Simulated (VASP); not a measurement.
A run of VASP 6.6.1 is set up as follows.

INCAR

```
SYSTEM = NaCuH4
ALGO = Normal
EDIFF = 1E-7
ENCUT = 520
GGA = PE
ISIF = 2
ISMEAR = 0
LASPH = .True.
LCHARG = .True.
LELF = .True.
LREAL = .False.
LVHAR = .True.
LWAVE = .False.
NBANDS = 34
NELM = 80
PREC = Accurate
SIGMA = 0.02
```

File KPOINTS:

```
k-points
0
Gamma
  8 8 4
  0 0 0
```

File POSCAR:

```
NaCuH4
1.0
    3.0752169914     -2.7241139757      0.0249297525
    3.0752169914      2.7241139757      0.0249297525
   -0.1398210997      0.0000000000      9.9287224648
Na Cu H
2 2 8
Direct
    0.9976238961      0.0023761039      0.7500000000
    0.0023761039      0.9976238961      0.2500000000
    0.0000000000      0.5000000000      0.5000000000
    0.5000000000      0.0000000000      0.0000000000
    0.4416103526      0.0812526633      0.4999827432
    0.4988317801      0.0019949907      0.8451315152
    0.9980050093      0.5011682199      0.6548684848
    0.0812526633      0.4416103526     -0.0000172568
    0.5583896474      0.9187473367      0.5000172568
    0.5011682199      0.9980050093      0.1548684848
    0.0019949907      0.4988317801      0.3451315152
    0.9187473367      0.5583896474      1.0000172568
```

Potentials or basis: VASP PAW PBE potentials, release 64 (Na_pv, Cu, H).

Run with:

```bash
$ cat potpaw_PBE.64/Na_pv/POTCAR potpaw_PBE.64/Cu/POTCAR potpaw_PBE.64/H/POTCAR > POTCAR
$ mpirun -np 1 vasp_std > vasp.out
```

Question: What does it give for the band gap on the k mesh?

Answer: 1.87 eV (least direct gap 1.89 eV).

Question: Predict the pressure.

Answer: -0.1 GPa.

Forces on the atoms (eV/Å):
```
Na   0.000  0.000  0.000
Na   0.000  0.000  0.000
Cu   0.000  0.000  0.000
Cu   0.000  0.000  0.000
H   -0.001 -0.011  0.001
H    0.000 -0.001 -0.020
H    0.000 -0.001  0.020
H   -0.001  0.011  0.001
H    0.001  0.011 -0.001
H    0.000  0.001  0.020
H    0.000  0.001 -0.020
H    0.001 -0.011 -0.001
```

A k mesh can miss the band edges.
